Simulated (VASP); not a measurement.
Write the native input for VASP 6.6.1 that does the following.

* Task: single point
* Functional: PBEsol
* Potentials or basis: VASP PAW PBE potentials, release 64 (K_sv, Ta_pv, O)
* Cutoff: 520 eV
* k mesh: 8 × 8 × 8
* Occupations: gaussian, width 0.05 eV
* Spin: no spin polarisation
* Dipole correction: no
* Further INCAR settings: ALGO = Normal; EDIFF = 1e-07; NBANDS = 27

The structure of KTaO3 lies in POSCAR:

```
KTaO3
1.0
    4.2842599479      0.0000000000      0.0000000000
    0.0000000000      3.9853580911      0.0000000000
    0.0000000000      0.0000000000      4.2045527861
K Ta O
1 1 3
Direct
    0.5000000000      0.5000000000      0.5000000000
    0.0000000000      0.0000000000      0.0000000000
    0.5000000000      0.0000000000      0.0000000000
    0.0000000000      0.5000000000      0.0000000000
    0.0000000000      0.0000000000      0.5000000000
```

This cell differs from its parent crystal: normal strain along x +0.0750, normal strain along z +0.0550.

The input as run:

INCAR

```
ALGO     = Normal         # electronic algorithm
EDIFF    = 1E-7           # SCF threshold, eV
ENCUT    = 520            # plane-wave cutoff, eV
GGA      = PS             # functional
ISIF     = 2              # what is computed and relaxed
ISMEAR   = 0              # smearing method
LASPH    = T              # aspherical terms in the spheres
LCHARG   = F              # write CHGCAR
LREAL    = F              # projectors in reciprocal space
LWAVE    = F              # write WAVECAR
NBANDS   = 27             # bands
NELM     = 80             # most SCF steps
PREC     = Accurate       # precision mode
SIGMA    = 0.05           # smearing width, eV
```

KPOINTS

```
k-points
0
Gamma
  8 8 8
```

Potentials or basis: VASP PAW PBE potentials, release 64 (K_sv, Ta_pv, O).

Run with:

```bash
$ cat potpaw_PBE.64/K_sv/POTCAR potpaw_PBE.64/Ta_pv/POTCAR potpaw_PBE.64/O/POTCAR > POTCAR
$ mpirun -np 1 vasp_std > vasp.out
```

Results of the run:

* Pressure: -17.7 GPa
* Band gap on the k mesh: 1.70 eV, indirect (least direct gap 2.31 eV)

Caveat: the cell differs from its parent crystal (normal strain along x +0.0750, normal strain along z +0.0550); the PAW data sets were made with another functional, which shifts forces and pressure a little; spin-orbit coupling is left out, which moves the levels of the heavy elements.

It took 100 s on 1 thread of AMD EPYC 9R45 96-Core Processor (Zen 5) (shared host), peak memory 0.32 GiB.
